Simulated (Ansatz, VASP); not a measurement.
**One calculation of Mg, two programs**

```
CELL_PARAMETERS angstrom
0.00000 2.46717 2.46717
2.46717 0.00000 2.46717
2.46717 2.46717 0.00000
ATOMIC_POSITIONS crystal
Mg 0.87500 0.87500 0.87500
Mg 0.12500 0.12500 0.12500
```

Change from the starting cell: volume scaled by 0.4, LAPW.

Alike in both runs: task single point; functional LDA; k mesh 12 × 12 × 12; occupations fermi-dirac, width 0.08 eV; no spin polarisation.

```csv
,VASP,Ansatz
version,VASP 6.6.1,Ansatz 0.2.0
potentials or method,"VASP PAW LDA potentials, release 64 (Mg), cutoff 520 eV","all-electron LAPW, scalar-relativistic"
```

|  | VASP | Ansatz | Ansatz less VASP |
| --- | --- | --- | --- |
| pressure (GPa) | 62.2 | 62.4 | +0.22 |

LDA's correlation is that of Perdew and Zunger in VASP and of Perdew and Wang (1992) in Ansatz. Both programs put the cell under a high pressure, so it lies far from rest at this level. Ansatz ran all-electron here, and VASP with PAW potentials.

Noted on VASP's run: the cell as given lies far from equilibrium.
